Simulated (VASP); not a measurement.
Write the native input for VASP 6.6.1 that does the following.

```
Task                   : single point
Functional             : LDA
Potentials or basis    : VASP PAW LDA potentials, release 64 (Au)
Cutoff                 : 520 eV
k mesh                 : 10 × 10 × 10
Occupations            : fermi-dirac, width 0.1 eV
Spin                   : no spin polarisation
Dipole correction      : no
Further INCAR settings : ALGO = Normal; EDIFF = 1e-07; NBANDS = 18
```

The structure of Au lies in POSCAR:

```
Au
1.0
    0.0000000000      2.8523191750      2.8523191750
    2.8523191750      0.0000000000      2.8523191750
    2.8523191750      2.8523191750      0.0000000000
Au
2
Direct
    0.1250000000      0.1250000000      0.1250000000
    0.8750000000      0.8750000000      0.8750000000
```

This isn't the form of Au at room conditions, which is fcc.

These files were run (other wordings do the same):

INCAR

```
SYSTEM = Au
  ALGO = Normal
  EDIFF = 1E-7
  ENCUT = 520
  GGA = CA
  ISIF = 2
  ISMEAR = -1
  LASPH = .True.
  LCHARG = .True.
  LELF = .True.
  LREAL = .False.
  LVHAR = .True.
  LWAVE = .False.
  NBANDS = 18
  NELM = 100
  PREC = Accurate
  SIGMA = 0.1
```

KPOINTS

```
k-points
0
Gamma
  10 10 10
  0 0 0
```

Potentials or basis: VASP PAW LDA potentials, release 64 (Au).

Run with:

```sh
$ cat potpaw_LDA.64/Au/POTCAR > POTCAR
$ mpirun -np 1 vasp_std > vasp.out
```

Results of the run:

```
Pressure               : 14.9 GPa
Band gap on the k mesh : zero (bands 11 and 12 overlap by 0.67 eV)
```

Caveat: the cell stands under pressure; spin-orbit coupling is left out, which moves the levels of the heavy elements.

It took 22 s on 1 thread of AMD EPYC 7R13 Processor (Zen 3) (shared host), peak memory 0.14 GiB.
